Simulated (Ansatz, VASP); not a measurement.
**Two plane-wave programs on Te2Pb**

```
Pb Te
1.0
     2.12700    1.22802    6.26421
    -2.12700    1.22802    6.26421
     0.00000   -2.45604    6.26421
Pb Te
1 2
Direct
  0.00000 0.00000 0.00000
  0.22975 0.22975 0.22975
  0.77025 0.77025 0.77025
```

Alike in both runs: task single point; functional PBEsol; k mesh 6 × 6 × 6; occupations methfessel-paxton of order 1, width 0.2 eV; no spin polarisation.

```csv
,VASP,Ansatz
version,VASP 6.6.1,Ansatz 0.2.0
potentials or method,"VASP PAW PBE potentials, release 64 (Pb_d, Te)",plane waves
plane-wave cutoff (eV),520,420
valence electrons in the cell,26,46
```

|  | VASP | Ansatz | Ansatz less VASP |
| --- | --- | --- | --- |
| pressure (GPa) | -1.0 | -1.0 | +0.02 |
| rms of the force components (eV/Å) | 0.073 | 0.069 | -0.0035 |

VASP's potentials were made for PBE, not for PBEsol. Atom by atom the forces differ by 0.003 eV/Å (rms over components). VASP's potentials hold 26 valence electrons a cell and Ansatz's 46, so a difference there can come from the potentials and not from the codes.

Neither program's run includes spin-orbit coupling.
